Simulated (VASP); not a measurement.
Input of a VASP 6.6.1 run:

INCAR

```
SYSTEM = Rb
PREC = Accurate
ENCUT = 520
EDIFF = 1E-6
ISMEAR = 0
SIGMA = 0.15
LREAL = .False.
LASPH = .True.
NELM = 80
ALGO = Fast
ISIF = 2
LWAVE = .False.
LCHARG = .True.
GGA = PE
IVDW = 12
LELF = .True.
LVHAR = .True.
NBANDS = 16
```

File KPOINTS:

```
Automatic mesh
0
Gamma
  10 10 6
  0 0 0
```

The input POSCAR:

```
Rb
1.0
    2.2884576830     -4.3297492603      0.0000000000
    2.2884576830      4.3297492603      0.0000000000
    0.0000000000      0.0000000000      8.4852222573
Rb
2
Direct
    0.8359965595      0.1640034405      0.7500000000
    0.1640034405      0.8359965595      0.2500000000
```

Potentials or basis: VASP PAW PBE potentials, release 64 (Rb_sv).

The run is started by

```console
$ cat potpaw_PBE.64/Rb_sv/POTCAR > POTCAR
$ mpirun -np 1 vasp_std > vasp.out
```

Problem. What does it give for the dispersion energy per atom?

Solution. -0.109 eV.

Problem. Estimate the largest force.

Solution. 0.013 eV/Å.

Problem. Predict the pressure.

Solution. 0.1 GPa.

Problem. Predict the band gap on the k mesh.

Solution. Zero (bands 9 and 10 overlap by 2.44 eV).

Stress tensor (GPa, compression positive):
```
 0.39  0.00  0.00
 0.00  0.08  0.00
 0.00  0.00 -0.21
```

Caveat: the cell differs from its parent crystal (normal strain along x -0.0750, normal strain along z +0.0550).
